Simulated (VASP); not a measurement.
# MoS2 (P6_3/mmc) in VASP: further runs

The runs below take MoS2 through single point, with PBEsol.

Everything below comes from runs of VASP 6.6.1. Logs are shortened: lines on timing, memory, paths and dates and some standing lists are left out, and cuts for length are marked.

## Step 1: The cell of the first run

Symmetry: P6_3/mmc, No. 194, hexagonal system. Conventional cell: a = 3.053 Å, b = 3.053 Å, c = 13.627 Å, α = 90.00°, β = 90.00°, γ = 120.00°. Mo (site symmetry -6m2) has 6 S at 2.44 Å and 6 Mo at 3.05 Å within 3.2 Å. Within 3.2 Å of S (site symmetry 3m) lie 3 Mo at 2.44 Å and 6 S at 3.05 Å.

## Step 2: Single point, PBEsol (18.34 Å³/atom)

INCAR reads:

```
PREC     = Accurate       # precision mode
ENCUT    = 520            # plane-wave cutoff, eV
EDIFF    = 1E-7           # SCF threshold, eV
ISMEAR   = 1              # smearing method
SIGMA    = 0.149          # smearing width, eV
LREAL    = False          # projectors in reciprocal space
LASPH    = True           # aspherical terms in the spheres
NELM     = 80             # most SCF steps
ALGO     = Normal         # electronic algorithm
ISIF     = 2              # what is computed and relaxed
LWAVE    = False          # write WAVECAR
LCHARG   = False          # write CHGCAR
GGA      = PS             # functional
NBANDS   = 35             # bands
```

KPOINTS reads:

```
regular mesh
0
Gamma
  12 12 4
```

POSCAR reads:

```
MoS2
1.0
    3.0533774444      0.0000000000      0.0000000000
   -1.5266887222      2.6443024342      0.0000000000
    0.0000000000      0.0000000000     13.6266128588
Mo S
2 4
Direct
    0.3333333333      0.6666666667      0.2500000000
    0.6666666667      0.3333333333      0.7500000000
    0.3333333333      0.6666666667      0.6259932117
    0.6666666667      0.3333333333      0.1259932117
    0.3333333333      0.6666666667      0.8740067883
    0.6666666667      0.3333333333      0.3740067883
```

Potentials or basis: VASP PAW PBE potentials, release 64 (Mo_sv, S).

The run is started by

```bash
$ cat potpaw_PBE.64/Mo_sv/POTCAR potpaw_PBE.64/S/POTCAR > POTCAR
$ mpirun -np 1 vasp_std > vasp.out
```

OUTCAR:

```text
PREC = Accurate
   ENCUT = 520
   EDIFF = 1E-7
   ISMEAR = 1
   LREAL = False
   LASPH = True
   NELM = 80
   ISIF = 2
   GGA = PS

 ion  position               nearest neighbor table
   1  0.333  0.667  0.250-   4 2.44   6 2.44   4 2.44   6 2.44   4 2.44   6 2.44
   2  0.667  0.333  0.750-   3 2.44   5 2.44   3 2.44   5 2.44   3 2.44   5 2.44
   3  0.333  0.667  0.626-   2 2.44   2 2.44   2 2.44
   4  0.667  0.333  0.126-   1 2.44   1 2.44   1 2.44
   5  0.333  0.667  0.874-   2 2.44   2 2.44   2 2.44
   6  0.667  0.333  0.374-   1 2.44   1 2.44   1 2.44

  LATTYP: Found a hexagonal cell.
 ALAT       =     3.0533774444
 C/A-ratio  =     4.4628000000

  Lattice vectors:

 A1 = (   3.0533774444,   0.0000000000,   0.0000000000)
 A2 = (  -1.5266887222,   2.6443024342,   0.0000000000)
 A3 = (   0.0000000000,   0.0000000000,  13.6266128588)

Analysis of symmetry for initial positions (statically):
=====================================================================
 Subroutine PRICEL returns:
 Original cell was already a primitive cell.

 Routine SETGRP: Setting up the symmetry group for a
 hexagonal supercell.

 Subroutine GETGRP returns: Found 24 space group operations
 (whereof 12 operations were pure point group operations)
 out of a pool of 24 trial point group operations.

The static configuration has the point symmetry D_3d.
 The point group associated with its full space group is D_6h.

Analysis of symmetry for dynamics (positions and initial velocities):
=====================================================================
 Subroutine PRICEL returns:
 Original cell was already a primitive cell.

 Routine SETGRP: Setting up the symmetry group for a
 hexagonal supercell.

 Subroutine GETGRP returns: Found 24 space group operations
 (whereof 12 operations were pure point group operations)
 out of a pool of 24 trial point group operations.

The dynamic configuration has the point symmetry D_3d.
 The point group associated with its full space group is D_6h.

 Subroutine INISYM returns: Found 24 space group operations
 (whereof 12 operations are pure point group operations),
 and found     1 'primitive' translations

----------------------------------------------------------------------------------------

                                     Primitive cell

[... 94 lines left out ...]
   LSORBIT =      F    spin-orbit coupling
   LASPH  =      T    aspherical Exc in radial PAW
   ENCUT  =  520.0 eV  38.22 Ry    6.18 a.u.   5.68  5.68 25.34*2*pi/ulx,y,z
   NELM   =     80;   NELMIN=  2; NELMDL= -5     # of ELM steps
   EDIFF  = 0.1E-06   stopping-criterion for ELM
   LREAL  =      F    real-space projection
   EDIFFG = 0.1E-05   stopping-criterion for IOM
   NSW    =      0    number of steps for IOM
   IBRION =     -1    ionic relax: 0-MD 1-quasi-New 2-CG
   NFREE  =      0    steps in history (QN), initial steepest desc. (CG)
   ISIF   =      2    stress and relaxation
   ISYM   =      2    0-nonsym 1-usesym 2-fastsym
   POTIM  = 0.5000    time-step for ionic-motion
   TEBEG  =    0.0;   TEEND  =   0.0 temperature during run
   PSTRESS=    0.0 pullay stress
   NELECT =      52.0000    total number of electrons
   NUPDOWN=      -1.0000    fix difference up-down
   EMIN   =  10.00;   EMAX   =-10.00  energy-range for DOS
   EFERMI =   0.00;   METHOD = LEGACY
   ISMEAR =     1;   SIGMA  =   0.15  broadening in eV -4-tet -1-fermi 0-gaus
   EFERMI_NEDOS =   21; number of points for ismear=-14 and -15
   IALGO  =     38    algorithm
   IMIX   =      4    mixing-type and parameters
     AMIX     =   0.40;   BMIX     =  1.00
     AMIX_MAG =   1.60;   BMIX_MAG =  1.00
  volume/ion in A,a.u.               =      18.34       123.74
  Fermi-wavevector in a.u.,A,eV,Ry     =   1.275213  2.409803 22.125365  1.626168
  Thomas-Fermi vector in A             =   2.407938
   LORBIT       =      0    0 simple, 1 ext, 2 COOP (PROOUT), +10 PAW based schemes
   GGA     = PS    functional components
   LHFCALC =     F    Hartree Fock is set to
   AEXX    =    0.0000 exact exchange contribution
   IVDW    =     0    specifies the selected vdW correction
   LEPSILON=     F    determine dielectric tensor
   LRPA    =     F    only Hartree local field effects (RPA)
 non-spin polarized calculation
 Methfessel and Paxton  Order N= 1 SIGMA  =   0.15
  energy-cutoff  :      520.00
  volume of cell :      110.02
 maximum number of plane-waves:      2992
 NGX is ok and might be reduce to    24
   NGX = 11   NGY = 11   NGZ = 51

 number of electron      52.0000001 magnetization

 Free energy of the ion-electron system (eV)
  ---------------------------------------------------
  ext. energy  EPLUGINS =         0.00000000
  ---------------------------------------------------
  free energy    TOTEN  =       -46.38575842 eV

  energy without entropy =      -46.38800798  energy(sigma->0) =      -46.38650827

 E-fermi :   6.5458     XC(G=0): -10.7794

 val. band max:        6.5298533956   @ k =   0.3333   0.3333   0.0000
 cond. band min:       7.5595880908   @ k =   0.1667   0.1667   0.0000
 fundamental gap:      1.0297346952
 Fermi energy:         6.5458387800

 k-point     1 :       0.0000    0.0000    0.0000
  band No.  band energies     occupation
      1     -54.2687      2.00000
      2     -54.2687      2.00000
      3     -28.5012      2.00000
      4     -28.5012      2.00000
      5     -28.1075      2.00000
      6     -28.1075      2.00000
[... 901 lines left out ...]
     34      10.5192      0.00000
     35      13.5989      0.00000

 [... further k-points ...]
[... 5 lines left out ...]
  --------------------------------------------------------------------------------------
  -------------------------------------------------------------------------------------
  Total        1.6209735      1.6209735    -11.8432592      0.0000000      0.0000000      0.0000000
  in kB       23.6051605     23.6051605   -172.4655200      0.0000000      0.0000000      0.0000000
  external PRESSURE =     -41.7517330 kB  Pullay stress =       0.0000000 kB

 VOLUME and BASIS-vectors are now :
 -----------------------------------------------------------------------------
  energy-cutoff  :      520.00
  volume of cell :      110.02
      direct lattice vectors                 reciprocal lattice vectors
     3.053377444  0.000000000  0.000000000     0.327506186  0.189085784  0.000000000
    -1.526688722  2.644302434  0.000000000     0.000000000  0.378171569  0.000000000
     0.000000000  0.000000000 13.626612859     0.000000000  0.000000000  0.073385808

 POSITION                                       TOTAL-FORCE (eV/Angst)
 -----------------------------------------------------------------------------------
     -0.00000      1.76287      3.40665         0.000000     -0.000000     -0.000000
      1.52669      0.88143     10.21996        -0.000000      0.000000     -0.000000
     -0.00000      1.76287      8.53017        -0.000000      0.000000      1.687631
      1.52669      0.88143      1.71686        -0.000000      0.000000      1.687631
     -0.00000      1.76287     11.90975         0.000000      0.000000     -1.687631
      1.52669      0.88143      5.09645         0.000000      0.000000     -1.687631
 -----------------------------------------------------------------------------------
    total drift:                               -0.000000      0.000000     -0.000000

  FREE ENERGIE OF THE ION-ELECTRON SYSTEM (eV)
  ---------------------------------------------------
  free  energy   TOTEN  =       -46.3857584157 eV

  energy  without entropy=      -46.3880079779  energy(sigma->0) =      -46.38650827
```

stdout:

```text
POSCAR found type information on POSCAR MoS
 POSCAR found :  2 types and       6 ions
 scaLAPACK will be used
 -----------------------------------------------------------------------------
|                                                                             |
|                                                                             |
|     You enforced a specific xc type in the INCAR file but a different       |
|     I HOPE YOU KNOW WHAT YOU ARE DOING!                                     |
|                                                                             |
 -----------------------------------------------------------------------------

 LDA part: xc-table for (Slater+PW92), standard interpolation
 POSCAR, INCAR and KPOINTS ok, starting setup
 FFT: planning ... GRIDC
 FFT: planning ... GRID_SOFT
 FFT: planning ... GRID
 WAVECAR not read
 entering main loop
```

Run time: 1.9 min. Hardware: 1 thread of Intel Xeon 6975P-C (Granite Rapids), shared host; peak memory 0.33 GiB.

What came out:

```yaml
Free_energy: -46.3858 eV
Pressure: -4.2 GPa
Largest_force: 1.688 eV/Å
Band_gap_on_the_k_mesh: 1.03 eV (least direct gap 1.78 eV)
```

Forces on the atoms (eV/Å):
```
Mo   0.000  0.000  0.000
Mo   0.000  0.000  0.000
S    0.000  0.000  1.688
S    0.000  0.000  1.688
S    0.000  0.000 -1.688
S    0.000  0.000 -1.688
```

Caveat: the stress differs along the axes, from -17 to 2 GPa; the PAW data sets were made with another functional, which shifts forces and pressure a little; this functional lacks dispersion, which binds layers or chains, so the pressure and a relaxed spacing across them are unreliable. A k mesh can miss the band edges.

(Part 1 of 2 ends here.)

The gap in the log of VASP goes by the Fermi energy; the results here count the filled bands.